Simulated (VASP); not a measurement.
Input of a VASP 6.6.1 run:

The input INCAR:

```
SYSTEM = ZnS
GGA = PE ; LHFCALC = .True.
AEXX = 0.25 ; ISMEAR = 0
SIGMA = 0.03 ; LWAVE = .False.
LCHARG = .False. ; ISIF = 2
PREC = Accurate ; LASPH = .True.
LREAL = .False. ; ALGO = Normal
EDIFF = 1E-6 ; NELM = 120
GGA_COMPAT = .False. ; ENCUT = 400
EFERMI = MIDGAP ; PRECFOCK = Normal
```

KPOINTS

```
k-points
0
Gamma
  4 4 4
```

Contents of POSCAR:

```
ZnS
1.0
    3.8110000000      0.0000000000      0.0000000000
   -1.9055000000      3.3004228138      0.0000000000
    0.0000000000      0.0000000000      6.2340000000
Zn S
2 2
Direct
    0.6666666667      0.3333333333      0.5000000000
    0.3333333333      0.6666666667      0.0000000000
    0.6666666667      0.3333333333      0.8850000000
    0.3333333333      0.6666666667      0.3850000000
```

Potentials or basis: VASP PAW PBE potentials, release 64 (Zn, S).

Launch:

```bash
$ cat potpaw_PBE.64/Zn/POTCAR potpaw_PBE.64/S/POTCAR > POTCAR
$ mpirun -np 1 vasp_std > vasp.out
```

(1) Estimate the band gap on the k mesh.

(2) Predict the pressure.

(3) Predict the largest force.

Results:

(1) 4.14 eV.

(2) 1.3 GPa.

(3) 0.336 eV/Å.

Caveat: the k points lie up to 0.48 Å⁻¹ apart; the PAW data sets were made with another functional, which shifts forces and pressure a little.
